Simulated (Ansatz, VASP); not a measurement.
One calculation of Zn2CO4, two programs

```
C Zn O
1.0
     0.00000    4.08152    4.08152
     4.08152    0.00000    4.08152
     4.08152    4.08152    0.00000
C Zn O
2 4 8
Cartesian
  1.0204 1.0204 1.0204
  7.1427 7.1427 7.1427
  4.0815 4.0815 4.0815
  4.0815 2.0408 2.0408
  2.0408 2.0408 4.0815
  2.0408 4.0815 2.0408
  2.0130 2.0130 2.0130
  6.1500 4.0538 4.0538
  4.1093 4.1093 2.0130
  4.0538 6.1500 4.0538
  2.0130 4.1093 4.1093
  6.1500 6.1500 6.1500
  4.1093 2.0130 4.1093
  4.0538 4.0538 6.1500
```

Alike in both runs: task single point; functional PBEsol; k mesh 6 × 6 × 6; no spin polarisation.

|  | VASP | Ansatz |
| --- | --- | --- |
| version | VASP 6.6.1 | Ansatz 0.2.0 |
| potentials or method | VASP PAW PBE potentials, release 64 (C, Zn, O), cutoff 520 eV | PAW plane waves |
| occupations | methfessel-paxton of order 1, width 0.0104 eV | cold, width 0.0104 eV |
| valence electrons in the cell | 104 | 104 |

Ansatz gave:

```
gap on the k mesh at the Fermi level (eV) : 0.09
pressure (GPa)                            : -21.8
rms of the force components (eV/Å)        : 1.741
```

Q: What did VASP give for the same quantities?

A: gap on the k mesh at the Fermi level (eV): 0.08; pressure (GPa): -21.0; rms of the force components (eV/Å): 1.760.

VASP's potentials were made for PBE, not for PBEsol. Atom by atom the forces differ by 0.019 eV/Å (rms over components).
